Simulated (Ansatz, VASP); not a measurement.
This is a calculation of TaN for VASP 6.6.1.

The input INCAR:

```
SYSTEM = TaN
  PREC = Accurate
  ENCUT = 600
  EDIFF = 1E-7
  ISMEAR = -1
  SIGMA = 0.05
  LREAL = .False.
  LASPH = .True.
  NELM = 100
  ALGO = Normal
  ISIF = 3
  LWAVE = .False.
  LCHARG = .False.
  GGA = B5
  ALDAX = 1.0
  AGGAX = 1.0
  AGGAC = 1.0
  ALDAC = 0.0
  IVDW = 12
  VDW_S6 = 1.0
  VDW_S8 = 2.6996
  VDW_A1 = 0.4298
  VDW_A2 = 4.2359
  IBRION = 2
  NSW = 60
  EDIFFG = -0.01
```

Contents of KPOINTS:

```
Automatic mesh
0
Gamma
  6 6 9
  0 0 0
```

File POSCAR:

```
TaN
1.0
    5.1960000000      0.0000000000      0.0000000000
   -2.5980000000      4.4998679981      0.0000000000
    0.0000000000      0.0000000000      2.9110000000
Ta N
3 3
Direct
    0.0000000000      0.0000000000      0.0000000000
    0.6666666667      0.3333333333      0.5000000000
    0.3333333333      0.6666666667      0.5000000000
    0.0000000000      0.3928500000      0.0000000000
    0.6071500000      0.6071500000      0.0000000000
    0.3928500000      0.0000000000      0.0000000000
```

Potentials or basis: VASP PAW PBE potentials, release 64 (Ta_pv, N).

Launch:

```sh
$ cat potpaw_PBE.64/Ta_pv/POTCAR potpaw_PBE.64/N/POTCAR > POTCAR
$ mpirun -np 1 vasp_std > vasp.out
```

Question: Set up the same calculation for Ansatz 0.2.0. Potentials there: Ansatz PAW.

Answer: As run (the cutoff follows the program's own potentials):

File input.yaml:

```yaml
crystal:
  lattice:
    - [5.196, 0.0, 0.0]
    - [-2.598, 4.4998679981, 0.0]
    - [0.0, 0.0, 2.911]
  atoms:
    - { symbol: Ta, position: [0.0, 0.0, 0.0] }
    - { symbol: Ta, position: [0.6666666667, 0.3333333333, 0.5] }
    - { symbol: Ta, position: [0.3333333333, 0.6666666667, 0.5] }
    - { symbol: "N", position: [0.0, 0.39285, 0.0] }
    - { symbol: "N", position: [0.60715, 0.60715, 0.0] }
    - { symbol: "N", position: [0.39285, 0.0, 0.0] }
hamiltonian:
  xc: blyp
  pseudopotentials: { kind: paw }
  dispersion: d3bj
kpoints:
  mp_grid: { grid: [6, 6, 9] }
scf:
  occupations: { method: fermi_dirac, width: 0.05 }
output:
  forces: true
  stress: true
  eigenvalues: true
relax:
  f_tol: 0.01
  max_steps: 40
  cell: { stress_tol: 0.05 }
```

Potentials or basis: Ansatz PAW.

Run with:

```console
$ ansatz run input.yaml --threads 1 --pin off --max-ram 3584MiB --backend cpu --events-out ev --progress --plain --runs-dir out
```

Both were run:

|  | VASP | Ansatz | Ansatz less VASP |
| --- | --- | --- | --- |
| gap on the k mesh at the Fermi level, each at its own relaxed structure (eV) | none | none | - |
| relaxed volume (Å³/atom) | 11.41 | 11.35 | -0.066 |
| relaxed cell length with the largest relative difference (Å) | 5.214 | 5.203 | -0.0106 |

VASP's potentials were made for PBE, not for BLYP. A gap of «none» marks a metal or a gap that the smearing closes. VASP's potentials hold 48 valence electrons a cell and Ansatz's 54, so a difference there can come from the potentials and not from the codes.

Spin-orbit coupling is off throughout. Noted on Ansatz's run: the plane-wave basis is chosen anew once the cell has moved, so the energies of steps on either side of that aren't comparable.
